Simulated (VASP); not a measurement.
The system is PtSe2 (Sudovikovite).

```
Pt Se
1.0
     3.72400    0.00000    0.00000
    -1.86200    3.22508    0.00000
     0.00000    0.00000    5.06200
Pt Se
1 2
Direct
  0.00000 0.00000 0.00000
  0.66667 0.33333 0.75000
  0.33333 0.66667 0.25000
```

| Property | Result |
| --- | --- |
| Program | VASP 6.6.1 |
| Task | relaxation of cell and atoms |
| Functional | revPBE |
| Dispersion | D4 |
| Potentials or basis | VASP PAW PBE potentials, release 64 (Pt, Se) |
| Cutoff | 600 eV |
| k mesh | 8 × 8 × 5 |
| Occupations | fermi-dirac, width 0.05 eV |
| Spin | no spin polarisation |

At the start: pressure 2.3 GPa; volume 20.27 Å³/atom.

Where does the relaxation end?

Over 16 steps the energy falls by 28.9 meV/atom and the volume is 19.27 Å³/atom (-4.9 %); space group P-3m1 (No. 164, to 0.05 Å).

Step by step:
| step | energy change (eV) | largest force (eV/Å) | pressure (GPa) | volume (Å³) |
| --- | --- | --- | --- | --- |
| 1 | 0.0000 | 0.6996 | 2.30 | 60.80 |
| 2 | 0.0052 | 0.1436 | -5.00 | 63.39 |
| 3 | -0.0203 | 0.2839 | -1.35 | 61.99 |
| 4 | -0.0387 | 0.2246 | -1.17 | 61.18 |
| 5 | -0.0734 | 0.0111 | -0.16 | 58.78 |
| 6 | -0.0751 | 0.1234 | 0.38 | 57.92 |
| 7 | -0.0821 | 0.2410 | -0.49 | 57.56 |
| 8 | -0.0823 | 0.2207 | -0.36 | 57.62 |
| 9 | -0.0834 | 0.0823 | 1.58 | 56.99 |
| 10 | -0.0851 | 0.0521 | 0.71 | 57.26 |
| 11 | -0.0856 | 0.0069 | -0.55 | 57.94 |
| 12 | -0.0866 | 0.0275 | 0.01 | 57.63 |
| 13 | -0.0867 | 0.0057 | 0.08 | 57.67 |
| 14 | -0.0868 | 0.0119 | 0.14 | 57.70 |
| 15 | -0.0868 | 0.0069 | -0.15 | 57.86 |
| 16 | -0.0868 | 0.0010 | -0.03 | 57.80 |

Final structure:
```yaml
crystal:
  lattice:
    - [3.76137, 0.00000, 0.00000]
    - [-1.88069, 3.25744, 0.00000]
    - [0.00000, 0.00000, 4.71708]
  atoms:
    - { symbol: Pt, position: [0.00000, 0.00000, 0.00000] }
    - { symbol: Se, position: [0.66667, 0.33333, 0.72805] }
    - { symbol: Se, position: [0.33333, 0.66667, 0.27195] }
```

Caveat: the PAW data sets were made with another functional, which shifts forces and pressure a little; pairwise dispersion overbinds metals, which lowers pressure and volume.
